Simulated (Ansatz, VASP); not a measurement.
## One calculation of NbTe, two programs

File INCAR:

```
SYSTEM = NbTe
PREC = Accurate ; ENCUT = 600
EDIFF = 1E-6 ; ISMEAR = -1
SIGMA = 0.05 ; LREAL = .False.
LASPH = .True. ; NELM = 60
ALGO = Normal ; ISIF = 3
LWAVE = .False. ; LCHARG = .False.
GGA = PE ; IBRION = 2
NSW = 60 ; EDIFFG = -0.01
```

Contents of KPOINTS:

```
Automatic mesh
0
Gamma
  8 8 7
  0 0 0
```

POSCAR

```
NbTe
1.0
    3.7029743866      0.0000000000      0.0000000000
   -1.8514871933      3.2068698884      0.0000000000
    0.0000000000      0.0000000000      3.6942110000
Te Nb
1 1
Direct
    0.6666666667      0.3333333333      0.0000000000
    0.0000000000      0.0000000000      0.5000000000
```

Contents of input.yaml:

```yaml
crystal:
  lattice:
    - [3.7029743866, 0.0, 0.0]
    - [-1.8514871933, 3.2068698884, 0.0]
    - [0.0, 0.0, 3.694211]
  atoms:
    - { symbol: Te, position: [0.6666666667, 0.3333333333, 0.0] }
    - { symbol: Nb, position: [0.0, 0.0, 0.5] }
hamiltonian:
  xc: pbe
  pseudopotentials: { kind: paw }
kpoints:
  mp_grid: { grid: [8, 8, 7] }
scf:
  occupations: { method: fermi_dirac, width: 0.05 }
output:
  forces: true
  stress: true
  eigenvalues: true
relax:
  f_tol: 0.01
  max_steps: 40
  cell: { stress_tol: 0.05 }
```

Alike in both runs: task relaxation of cell and atoms; functional PBE; k mesh 8 × 8 × 7; occupations fermi-dirac, width 0.05 eV; no spin polarisation.

```csv
,VASP,Ansatz
version,VASP 6.6.1,Ansatz 0.2.0
potentials or method,"VASP PAW PBE potentials, release 64 (Te, Nb_sv)",Ansatz PAW
plane-wave cutoff (eV),600,420
valence electrons in the cell,19,29
```

VASP gave:

* gap on the k mesh at the Fermi level, each at its own relaxed structure (eV): none
* relaxed volume (Å³/atom): 21.75
* relaxed length of the cell vector where the two differ most in proportion (Å): 3.682

Estimate Ansatz's values.

gap on the k mesh at the Fermi level, each at its own relaxed structure (eV): none; relaxed volume (Å³/atom): 21.79; relaxed length of the cell vector where the two differ most in proportion (Å): 3.685.

A gap of «none» marks a metal or a gap that the smearing closes. VASP's potentials hold 19 valence electrons a cell and Ansatz's 29, so a difference there can come from the potentials and not from the codes.

Neither program's run includes spin-orbit coupling. Noted on Ansatz's run: the plane-wave basis is chosen anew once the cell has moved, so the energies of steps on either side of that aren't comparable.
